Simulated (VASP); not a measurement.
Wanted: the native input for a VASP 6.6.1 run.

```
Task                   : single point
Functional             : r2SCAN
Potentials or basis    : VASP PAW PBE potentials, release 64 (Y_sv)
Cutoff                 : 520 eV
k mesh                 : 11 × 11 × 3
Occupations            : fermi-dirac, width 0.1 eV
Spin                   : no spin polarisation
Dipole correction      : no
Further INCAR settings : ALGO = Normal; EDIFF = 1e-07; NBANDS = 30
```

The system is Y.

```
CELL_PARAMETERS angstrom
3.54040 0.00000 0.00000
-1.77020 3.06607 0.00000
0.00000 0.00000 11.31067
ATOMIC_POSITIONS crystal
Y 0.00000 0.00000 0.00000
Y 0.00000 0.00000 0.50000
Y 0.33333 0.66667 0.25000
Y 0.66667 0.33333 0.75000
```

One way to write it, as run:

POSCAR

```
Y
1.0
    3.5403981460      0.0000000000      0.0000000000
   -1.7701990730      3.0660747339      0.0000000000
    0.0000000000      0.0000000000     11.3106672375
Y
4
Direct
    0.0000000000      0.0000000000      1.0000000000
    0.0000000000      1.0000000000      0.5000000000
    0.3333333333      0.6666666667      0.2500000000
    0.6666666667      0.3333333333      0.7500000000
```

INCAR.step1

```
SYSTEM = Y
  PREC = Accurate
  ENCUT = 520
  ISMEAR = -1
  SIGMA = 0.1
  LREAL = .False.
  LASPH = .True.
  NELM = 80
  NBANDS = 30
  GGA = PE
  ALGO = Normal
  EDIFF = 1E-4
  LWAVE = .True.
  LCHARG = .False.
```

INCAR.step2

```
SYSTEM = Y
  PREC = Accurate
  ENCUT = 520
  EDIFF = 1E-7
  ISMEAR = -1
  SIGMA = 0.1
  LREAL = .False.
  LASPH = .True.
  NELM = 80
  ALGO = Normal
  ISIF = 2
  LWAVE = .False.
  LCHARG = .False.
  METAGGA = R2SCAN
  LMIXTAU = .True.
  NBANDS = 30
  ISTART = 1
```

KPOINTS

```
Automatic mesh
0
Gamma
  11 11 3
  0 0 0
```

Potentials or basis: VASP PAW PBE potentials, release 64 (Y_sv).

Launch:

```bash
$ cat potpaw_PBE.64/Y_sv/POTCAR > POTCAR
$ cp INCAR.step1 INCAR
$ mpirun -np 1 vasp_std > vasp.out
$ cp INCAR.step2 INCAR
$ mpirun -np 1 vasp_std > vasp.out
```

It gave:

- Pressure: 3.6 GPa
- Band gap on the k mesh: zero (bands 22 and 23 overlap by 1.27 eV)

Caveat: the cell stands under pressure; the PAW data sets were made with another functional, which shifts forces and pressure a little.

Wall time 5.2 min on 1 thread of Intel(R) Xeon(R) 6975P-C (Granite Rapids), on a shared host, peak memory 0.31 GiB.
